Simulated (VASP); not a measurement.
The system is PF2.

```xyz
6
Lattice="0.0000 3.5393 3.5393 3.5393 0.0000 3.5393 3.5393 3.5393 0.0000" Properties=species:S:1:pos:R:3 pbc="T T T"
P     0.0000    0.0000    0.0000
P     1.7697    1.7697    1.7697
F     4.4241    4.4241    4.4241
F     4.4241    2.6545    2.6545
F     2.6545    2.6545    4.4241
F     2.6545    4.4241    2.6545
```

The cell was generated, and may not be a known phase.

| Item | Value |
| --- | --- |
| Program | VASP 6.6.1 |
| Task | relaxation of cell and atoms |
| Functional | PBE |
| Dispersion | D3(BJ) |
| Potentials or basis | VASP PAW PBE potentials, release 64 (P, F) |
| Cutoff | 600 eV |
| k mesh | 4 × 4 × 4 |
| Occupations | gaussian, width 0.1 eV |
| Spin | collinear spin |
| Starting moments | [0.0, 0.0, 1.0, 1.0, 1.0, 1.0] μB |

At the start: pressure -14.9 GPa; volume 14.78 Å³/atom.

How do energy, volume and symmetry change on relaxing?

Over 4 steps the energy falls by 228.8 meV/atom and the volume is 10.82 Å³/atom (-26.8 %); space group Fd-3m (No. 227, to 0.1 Å) before and after; moment 0.88 μB per cell.

The path:
```tsv
step	energy change (eV)	largest force (eV/Å)	pressure (GPa)	volume (Å³)
1	0.0000	0.0000	-14.88	88.67
2	-1.1796	0.0000	-7.42	72.20
3	-1.3715	0.0000	0.74	64.31
4	-1.3726	0.0000	-0.18	64.93
```

Final structure:
```
P F
1.0
     0.00000    3.19011    3.19011
     3.19011    0.00000    3.19011
     3.19011    3.19011    0.00000
P F
2 4
Direct
  0.00000 0.00000 0.00000
  0.25000 0.25000 0.25000
  0.62500 0.62500 0.62500
  0.12500 0.62500 0.62500
  0.62500 0.62500 0.12500
  0.62500 0.12500 0.62500
```

Caveat: the k points lie up to 0.43 Å⁻¹ apart in the final cell; the volume moved by over 15 % at a fixed basis, so the end points are rough; a moment this small can come from the mesh or the smearing.
